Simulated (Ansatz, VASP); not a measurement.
One calculation of PdI, two programs

```
Pd I
1.0
     3.87692    0.00000    0.00000
     0.00000    3.87692    0.00000
     0.00000    0.00000    3.87692
Pd I
1 1
Direct
  0.00000 0.00000 0.00000
  0.50000 0.50000 0.50000
```

Alike in both runs: task relaxation of cell and atoms; functional PBE; k mesh 4 × 4 × 4; occupations gaussian, width 0.1 eV; no spin polarisation.

|  | VASP | Ansatz |
| --- | --- | --- |
| version | VASP 6.6.1 | Ansatz 0.2.0 |
| potentials or method | VASP PAW PBE potentials, release 64 (Pd, I), cutoff 500 eV | scalar-relativistic, plane waves, PAW |
| valence electrons in the cell | 17 | 35 |

VASP gave:

| Property | Result |
| --- | --- |
| gap on the k mesh at the Fermi level, each at its own relaxed structure (eV) | none |
| relaxed volume (Å³/atom) | 22.96 |
| relaxed cell length with the largest relative difference (Å) | 3.581 |

Task: What did Ansatz give for the same quantities?

Result: gap on the k mesh at the Fermi level, each at its own relaxed structure (eV): none; relaxed volume (Å³/atom): 23.06; relaxed cell length with the largest relative difference (Å): 3.586.

A gap of «none» marks a metal or a gap that the smearing closes. VASP's potentials hold 17 valence electrons a cell and Ansatz's 35, so a difference there can come from the potentials and not from the codes.

The k mesh is coarse, so the values compare programs but aren't converged. Neither program's run includes spin-orbit coupling. Noted on VASP's run: the volume moved by over 15 % at a fixed basis, so the end points are rough.
